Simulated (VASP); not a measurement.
# ZnGe2N2 (P-3m1) in VASP: notebook

The runs below take ZnGe2N2 through relaxation of cell and atoms, with PBE.

Program: VASP 6.6.1. These are calculated values, not measurements. Logs are shortened: lines on timing, memory, paths and dates and some standing lists are left out, and cuts for length are marked.

### Step 1. The cell of the first run

Symmetry: P-3m1, No. 164, trigonal system. The conventional cell has a = 3.998 Å, b = 3.998 Å, c = 6.540 Å, α = 90.00°, β = 90.00°, γ = 120.00°. Zn (site symmetry -3m) has 6 Ge at 2.80 Å and 6 N at 3.32 Å within 3.7 Å. Within 3.2 Å of Ge (site symmetry 3m) lie 4 N at 2.44 to 2.56 Å and 3 Zn at 2.80 Å. N (site symmetry 3m) has 4 Ge at 2.44 to 2.56 Å and 3 N at 2.90 Å within 3.2 Å.

### Step 2. Relaxation of cell and atoms, PBE

Input file INCAR:

```
ALGO     = Normal         # electronic algorithm
EDIFF    = 1E-6           # SCF threshold, eV
EDIFFG   = -0.04          # ionic threshold
ENCUT    = 600            # plane-wave cutoff, eV
GGA      = PE             # functional
IBRION   = 2              # ionic algorithm
ISIF     = 3              # what is computed and relaxed
ISMEAR   = 0              # smearing method
LASPH    = T              # aspherical terms in the spheres
LCHARG   = F              # write CHGCAR
LREAL    = F              # projectors in reciprocal space
LWAVE    = F              # write WAVECAR
NELM     = 60             # most SCF steps
NSW      = 90             # ionic steps
PREC     = Accurate       # precision mode
SIGMA    = 0.1            # smearing width, eV
```

Input file KPOINTS:

```
k-points
0
Gamma
  6 6 4
```

Input file POSCAR:

```
ZnGe2N2
1.0
    3.9979020700      0.0000000000      0.0000000000
   -1.9989510300      3.4622847500      0.0000000000
    0.0000000000      0.0000000000      6.5396465100
Zn Ge N
1 2 2
Direct
    0.0000000000      0.0000000000      0.0000000000
    0.3333333300      0.6666666700      0.2436649900
    0.6666666700      0.3333333300      0.7563350100
    0.3333333300      0.6666666700      0.6347020300
    0.6666666700      0.3333333300      0.3652979700
```

Potentials or basis: VASP PAW PBE potentials, release 64 (Zn, Ge_d, N).

Run with:

```
> cat potpaw_PBE.64/Zn/POTCAR potpaw_PBE.64/Ge_d/POTCAR potpaw_PBE.64/N/POTCAR > POTCAR
> mpirun -np 1 vasp_std > vasp.out
```

OUTCAR:

```text
EDIFF = 1E-6
   EDIFFG = -0.04
   ENCUT = 600
   GGA = PE
   IBRION = 2
   ISIF = 3
   ISMEAR = 0
   LASPH = T
   LREAL = F
   NELM = 60
   NSW = 90
   PREC = Accurate

 ion  position               nearest neighbor table
   1  0.000  0.000  0.000-   2 2.80   3 2.80   2 2.80   3 2.80   3 2.80   2 2.80
   2  0.333  0.667  0.244-   1 2.80   1 2.80   1 2.80
   3  0.667  0.333  0.756-   1 2.80   1 2.80   1 2.80
   4  0.333  0.667  0.635-
   5  0.667  0.333  0.365-

  LATTYP: Found a hexagonal cell.
 ALAT       =     3.9979020700
 C/A-ratio  =     1.6357695600

  Lattice vectors:

 A1 = (   3.9979020700,   0.0000000000,   0.0000000000)
 A2 = (  -1.9989510300,   3.4622847500,   0.0000000000)
 A3 = (   0.0000000000,   0.0000000000,   6.5396465100)

Analysis of symmetry for initial positions (statically):
=====================================================================
 Subroutine PRICEL returns:
 Original cell was already a primitive cell.

 Routine SETGRP: Setting up the symmetry group for a
 hexagonal supercell.

 Subroutine GETGRP returns: Found 12 space group operations
 (whereof 12 operations were pure point group operations)
 out of a pool of 24 trial point group operations.

The static configuration has the point symmetry D_3d.

Analysis of symmetry for dynamics (positions and initial velocities):
=====================================================================
 Subroutine PRICEL returns:
 Original cell was already a primitive cell.

 Routine SETGRP: Setting up the symmetry group for a
 hexagonal supercell.

 Subroutine GETGRP returns: Found 12 space group operations
 (whereof 12 operations were pure point group operations)
 out of a pool of 24 trial point group operations.

The dynamic configuration has the point symmetry D_3d.

 Subroutine INISYM returns: Found 12 space group operations
 (whereof 12 operations are pure point group operations),
 and found     1 'primitive' translations

----------------------------------------------------------------------------------------

                                     Primitive cell

  volume of cell :      90.5210

  direct lattice vectors                    reciprocal lattice vectors
     3.997902070  0.000000000  0.000000000     0.250131189  0.144413309  0.000000000
    -1.998951030  3.462284750  0.000000000     0.000000000  0.288826619  0.000000000
     0.000000000  0.000000000  6.539646510     0.000000000  0.000000000  0.152913464

  length of vectors
     3.997902070  3.997902064  6.539646510     0.288826619  0.288826619  0.152913464

  position of ions in fractional coordinates (direct lattice)
     0.000000000  0.000000000  0.000000000
     0.333333330  0.666666670  0.243664990
     0.666666670  0.333333330  0.756335010
     0.333333330  0.666666670  0.634702030
     0.666666670  0.333333330  0.365297970

  ion indices of the primitive-cell ions
   primitive index   ion index
                 1           1
                 2           2
                 3           3
                 4           4
                 5           5

----------------------------------------------------------------------------------------

 KPOINTS: k-points

Automatic generation of k-mesh.
 Grid dimensions read from file:
 generate k-points for:    6    6    4

 Generating k-lattice:

  Cartesian coordinates                     Fractional coordinates (reciprocal lattice)
     0.041688532  0.024068885  0.000000000     0.166666667  0.000000000  0.000000000
     0.000000000  0.048137770  0.000000000     0.000000000  0.166666667  0.000000000
     0.000000000  0.000000000  0.038228366     0.000000000  0.000000000  0.250000000

  Length of vectors
     0.048137770  0.048137770  0.038228366

  Shift w.r.t. Gamma in fractional coordinates (k-lattice)
     0.000000000  0.000000000  0.000000000

 Subroutine IBZKPT returns following result:
 ===========================================

 Found     24 irreducible k-points:

 Following reciprocal coordinates:
            Coordinates               Weight
  0.000000  0.000000  0.000000      1.000000
  0.166667  0.000000  0.000000      6.000000
  0.333333  0.000000  0.000000      6.000000
  0.500000  0.000000  0.000000      3.000000
  0.166667  0.166667  0.000000      6.000000
  0.333333  0.166667  0.000000     12.000000
[... 16 lines left out ...]
  0.333333  0.166667  0.500000     12.000000
  0.333333  0.333333  0.500000      2.000000
   k-points           NKPTS =     24   k-points in BZ     NKDIM =     24   number of bands    NBANDS=     30
   number of dos      NEDOS =    301   number of ions     NIONS =      5
   total plane-waves  NPLWV =  55296
   dimension x,y,z NGX =    32 NGY =   32 NGZ =   54
   dimension x,y,z NGXF=    64 NGYF=   64 NGZF=  108
   ions per type =               1   2   2
   NGX,Y,Z   is equivalent  to a cutoff of  13.31, 13.31, 13.73 a.u.
   NGXF,Y,Z  is equivalent  to a cutoff of  26.61, 26.61, 27.45 a.u.
 SYSTEM =  unknown system
[... 63 lines left out ...]
 cond. band min:       2.6346089638   @ k =   0.1667   0.1667   0.0000
 fundamental gap:      0.0986246555
 Fermi energy:         2.5488022180

 k-point     1 :       0.0000    0.0000    0.0000
  band No.  band energies     occupation
      1     -22.0762      2.00000
      2     -22.0762      2.00000
      3     -22.0754      2.00000
      4     -22.0754      2.00000
      5     -22.0701      2.00000
      6     -22.0699      2.00000
[... 881 lines left out ...]
 POSITION                                       TOTAL-FORCE (eV/Angst)
 -----------------------------------------------------------------------------------
      0.00000     -0.00000     -0.00000        -0.000000      0.000000      0.000000
     -0.00000      2.02348      1.59387         0.000000      0.000000      2.226930
      1.75238      1.01174      4.28743        -0.000000     -0.000000     -2.226930
     -0.00000      2.02348      3.74796        -0.000000     -0.000000     -0.418105
      1.75238      1.01174      2.13335         0.000000      0.000000      0.418105
 -----------------------------------------------------------------------------------
    total drift:                                0.000000      0.000000     -0.000000

  FREE ENERGIE OF THE ION-ELECTRON SYSTEM (eV)
  ---------------------------------------------------
  free  energy   TOTEN  =       -23.0853970976 eV

  energy  without entropy=      -23.0712142501  energy(sigma->0) =      -23.07830567

[... ionic steps 4 to 38 ...]

--------------------------------------- Ionic step       39  -------------------------------------------

 number of electron      49.9999941 magnetization

------------------------ aborting loop because EDIFF is reached ----------------------------------------

  FORCE on cell =-STRESS in cart. coord.  units (eV):
  Direction    XX          YY          ZZ          XY          YZ          ZX
  --------------------------------------------------------------------------------------
  -------------------------------------------------------------------------------------
  Total       -0.0249873     -0.0249873      0.2194661     -0.0000000      0.0000000     -0.0000000
  in kB       -0.5711843     -0.5711843      5.0167685     -0.0000000      0.0000000     -0.0000000
  external PRESSURE =       1.2914666 kB  Pullay stress =       0.0000000 kB

 VOLUME and BASIS-vectors are now :
 -----------------------------------------------------------------------------
  energy-cutoff  :      600.00
  volume of cell :       70.09
      direct lattice vectors                 reciprocal lattice vectors
     3.056267746 -0.000000001 -0.000000000     0.327196464  0.188906966 -0.000000000
    -1.528133870  2.646805507  0.000000000     0.000000000  0.377813934 -0.000000000
    -0.000000000  0.000000000  8.664440899     0.000000000 -0.000000000  0.115414256
[... 40 lines left out ...]
 POSITION                                       TOTAL-FORCE (eV/Angst)
 -----------------------------------------------------------------------------------
      0.00000      0.00000      0.00000        -0.000000     -0.000000      0.000000
     -0.00000      1.76384      2.29952         0.000000     -0.000000     -0.091190
      1.52753      0.88192      6.36604        -0.000000      0.000000      0.091190
     -0.00000      1.76384      5.66690         0.000000     -0.000000     -0.062173
      1.52753      0.88192      2.99866        -0.000000      0.000000      0.062173
 -----------------------------------------------------------------------------------
    total drift:                               -0.000000     -0.000000     -0.000000

  FREE ENERGIE OF THE ION-ELECTRON SYSTEM (eV)
  ---------------------------------------------------
  free  energy   TOTEN  =       -25.2296066985 eV

  energy  without entropy=      -25.2264981095  energy(sigma->0) =      -25.22805240

--------------------------------------- Ionic step       41  -------------------------------------------

 number of electron      49.9999941 magnetization

 Free energy of the ion-electron system (eV)
  ---------------------------------------------------
  ext. energy  EPLUGINS =         0.00000000
  ---------------------------------------------------
  free energy    TOTEN  =       -25.23030827 eV

  energy without entropy =      -25.22719479  energy(sigma->0) =      -25.22875153

 E-fermi :   5.0014     XC(G=0): -11.0033

 val. band max:        4.9555149902   @ k =   0.1667   0.1667   0.0000
 cond. band min:       5.0306273026   @ k =   0.0000   0.0000   0.0000
 fundamental gap:      0.0751123124
 Fermi energy:         5.0014465709

 k-point     1 :       0.0000    0.0000    0.0000
  band No.  band energies     occupation
      1     -20.0649      2.00000
      2     -20.0649      2.00000
      3     -20.0646      2.00000
      4     -20.0646      2.00000
      5     -20.0554      2.00000
      6     -20.0552      2.00000
[... 803 lines left out ...]
 POSITION                                       TOTAL-FORCE (eV/Angst)
 -----------------------------------------------------------------------------------
      0.00000      0.00000      0.00000        -0.000000     -0.000000      0.000000
     -0.00000      1.76414      2.29200         0.000000     -0.000000     -0.004498
      1.52779      0.88207      6.38096        -0.000000      0.000000      0.004498
     -0.00000      1.76414      5.67517        -0.000000      0.000000      0.005676
      1.52779      0.88207      2.99780         0.000000     -0.000000     -0.005676
 -----------------------------------------------------------------------------------
    total drift:                               -0.000000      0.000000      0.000000

  FREE ENERGIE OF THE ION-ELECTRON SYSTEM (eV)
  ---------------------------------------------------
  free  energy   TOTEN  =       -25.2303082749 eV

  energy  without entropy=      -25.2271947861  energy(sigma->0) =      -25.22875153

 reached required accuracy - stopping structural energy minimisation
```

It took 14 min on 1 thread of Intel Xeon 6975P-C (Granite Rapids), shared host; peak memory 0.28 GiB.

What came out:

* Free energy: -25.2303 eV
* Relaxed volume: 14.03 Å³/atom
* Relaxed cell: a = 3.056 Å, b = 3.056 Å, c = 8.673 Å, α = 90.00°, β = 90.00°, γ = 120.00°
* Space group after relaxing (to 0.05 Å): P-3m1 (No. 164)
* Energy gained by relaxing: 957.6 meV/atom
* Ionic steps: 41
* Pressure after relaxing: -0.3 GPa
* Largest force after relaxing: 0.006 eV/Å
* Band gap on the k mesh: zero (band 25 reaches 5.12 eV, above the bottom of band 26 at 4.30 eV)

Forces in eV/Å, atoms in the order of the input:
```
Zn   0.000  0.000  0.000
Ge   0.000  0.000 -0.004
Ge   0.000  0.000  0.004
N    0.000  0.000  0.006
N    0.000  0.000 -0.006
```

Stress tensor (GPa, compression positive):
```
-0.38  0.00  0.00
 0.00 -0.38  0.00
 0.00  0.00 -0.08
```

The path:
| step | energy change (eV) | largest force (eV/Å) | pressure (GPa) | volume (Å³) |
| --- | --- | --- | --- | --- |
| 1 | 0.0000 | 2.8109 | -16.42 | 90.52 |
| 3 | -2.6432 | 2.2269 | 6.52 | 62.56 |
| 5 | -3.3001 | 0.6283 | 11.20 | 62.79 |
| 7 | -3.6967 | 0.8032 | -3.77 | 72.16 |
| 9 | -3.9491 | 0.2860 | -0.86 | 71.48 |
| 11 | -3.9997 | 0.3861 | -0.12 | 70.99 |
| 13 | -4.0848 | 0.7880 | -0.27 | 70.65 |
| 15 | -4.2522 | 2.0434 | -4.14 | 71.90 |
| 17 | -4.4014 | 1.3535 | -3.87 | 71.67 |
| 19 | -4.4220 | 1.4180 | -3.31 | 71.40 |
| 21 | -4.5043 | 0.9988 | -1.34 | 70.31 |
| 23 | -4.5612 | 0.7601 | 2.72 | 68.44 |
| 25 | -4.6631 | 0.6768 | 0.12 | 69.19 |
| 27 | -4.6793 | 0.6229 | -1.32 | 69.65 |
| 29 | -4.7487 | 0.3006 | 0.17 | 67.91 |
| 31 | -4.7669 | 0.0783 | 2.33 | 67.71 |
| 33 | -4.7834 | 0.0740 | -0.76 | 70.52 |
| 35 | -4.7845 | 0.0624 | -0.17 | 69.89 |
| 37 | -4.7853 | 0.0592 | -0.23 | 69.95 |
| 39 | -4.7869 | 0.1130 | 0.13 | 70.09 |
| 41 | -4.7881 | 0.0057 | -0.28 | 70.13 |

Final structure:
```yaml
crystal:
  lattice:
    - [3.05559, 0.00000, 0.00000]
    - [-1.52779, 2.64622, 0.00000]
    - [0.00000, 0.00000, 8.67296]
  atoms:
    - { symbol: Zn, position: [0.00000, 0.00000, 0.00000] }
    - { symbol: Ge, position: [0.33333, 0.66667, 0.26427] }
    - { symbol: Ge, position: [0.66667, 0.33333, 0.73573] }
    - { symbol: N, position: [0.33333, 0.66667, 0.65435] }
    - { symbol: N, position: [0.66667, 0.33333, 0.34565] }
```

Levels at points of the mesh, in eV from the Fermi level:
| k point | band 23 | band 24 | band 25 | band 26 | band 27 | band 28 |
| --- | --- | --- | --- | --- | --- | --- |
| (0.00, 0.00, 0.00) | -2.40 | -2.40 | 0.03 | 0.72 | 2.86 | 6.22 |
| (0.50, 0.00, 0.00) | -3.22 | -2.30 | -1.64 | 0.50 | 0.68 | 2.97 |
| (0.00, 0.00, 0.50) | -2.40 | -2.40 | -1.59 | 1.50 | 3.08 | 5.67 |
| (0.50, 0.00, 0.50) | -3.56 | -2.40 | -2.06 | 0.86 | 1.04 | 2.77 |

Caveat: the volume moved by over 15 % at a fixed basis, so the end points are rough.

### Step 3. Relaxation of cell and atoms, PBE

This run uses another cell than the first one, of 15.10 Å³/atom, 0.834 times its volume.

Input file INCAR:

```
SYSTEM = ZnGe2N2
  PREC = Accurate
  ENCUT = 600
  EDIFF = 1E-7
  ISMEAR = 0
  SIGMA = 0.1
  LREAL = .False.
  LASPH = .True.
  NELM = 60
  ALGO = Normal
  ISIF = 3
  LWAVE = .False.
  LCHARG = .False.
  GGA = PE
  IBRION = 2
  NSW = 100
  EDIFFG = -0.01
```

Input file KPOINTS:

```
regular mesh
0
Gamma
  12 12 4
  0 0 0
```

Input file POSCAR:

```
ZnGe2N2
1.0
    3.0464836461      0.0000000000      0.0000000000
   -1.5232418230      2.6383322297      0.0000000000
    0.0000000000      0.0000000000      9.3949992302
Zn Ge N
1 2 2
Direct
    0.0000000000      0.0000000000      0.0000000000
    0.3333333333      0.6666666667      0.2478081140
    0.6666666667      0.3333333333      0.7521918860
    0.3333333333      0.6666666667      0.6762975080
    0.6666666667      0.3333333333      0.3237024920
```

Potentials or basis: VASP PAW PBE potentials, release 64 (Zn, Ge_d, N).

Run with:

```
> cat potpaw_PBE.64/Zn/POTCAR potpaw_PBE.64/Ge_d/POTCAR potpaw_PBE.64/N/POTCAR > POTCAR
> mpirun -np 1 vasp_std > vasp.out
```

It took 6.2 min on 1 thread of Intel Xeon 6975P-C (Granite Rapids), shared host; peak memory 0.34 GiB.

It converged, with:

```
Free energy                            : -25.2944 eV
Relaxed volume                         : 15.21 Å³/atom
Relaxed cell                           : a = 3.036 Å, b = 3.036 Å, c = 9.529 Å, α = 90.00°, β = 90.00°, γ = 120.00°
Space group after relaxing (to 0.05 Å) : P-3m1 (No. 164)
Energy gained by relaxing              : 1.4 meV/atom
Ionic steps                            : 8
Pressure after relaxing                : 0.0 GPa
Band gap on the k mesh                 : zero (band 25 reaches 4.02 eV, above the bottom of band 26 at 3.58 eV)
```

Step by step:
```csv
step,energy change (eV),largest force (eV/Å),pressure (GPa),volume (Å³)
1,0.0000,0.1387,-0.39,75.51
2,-0.0035,0.0805,0.89,75.11
3,-0.0037,0.0599,0.67,75.18
4,-0.0062,0.0190,0.30,75.67
5,-0.0067,0.0236,0.04,76.04
6,-0.0067,0.0221,0.04,76.02
7,-0.0067,0.0205,0.05,76.00
8,-0.0068,0.0012,0.02,76.07
```

Final structure:
```yaml
crystal:
  lattice:
    - [3.03606, 0.00000, 0.00000]
    - [-1.51803, 2.62930, 0.00000]
    - [0.00000, 0.00000, 9.52916]
  atoms:
    - { symbol: Zn, position: [0.00000, 0.00000, 0.00000] }
    - { symbol: Ge, position: [0.33333, 0.66667, 0.24915] }
    - { symbol: Ge, position: [0.66667, 0.33333, 0.75085] }
    - { symbol: N, position: [0.33333, 0.66667, 0.67621] }
    - { symbol: N, position: [0.66667, 0.33333, 0.32379] }
```

Levels at points of the mesh, in eV from the Fermi level:
| k point | band 21 | band 22 | band 23 | band 24 | band 25 | band 26 | band 27 | band 28 | band 29 | band 30 |
| --- | --- | --- | --- | --- | --- | --- | --- | --- | --- | --- |
| (0.00, 0.00, 0.00) | -2.27 | -2.27 | -2.25 | -2.25 | -0.43 | 0.82 | 3.09 | 5.86 | 7.56 | 7.56 |
| (0.50, 0.00, 0.00) | -3.96 | -3.91 | -3.11 | -2.24 | -1.64 | 0.69 | 0.84 | 2.94 | 4.15 | 6.92 |
| (0.00, 0.00, 0.50) | -2.27 | -2.27 | -2.25 | -2.25 | -1.23 | 1.32 | 3.08 | 5.74 | 7.58 | 7.58 |
| (0.50, 0.00, 0.50) | -3.93 | -3.86 | -3.26 | -2.25 | -1.76 | 0.88 | 0.92 | 2.88 | 4.09 | 6.94 |
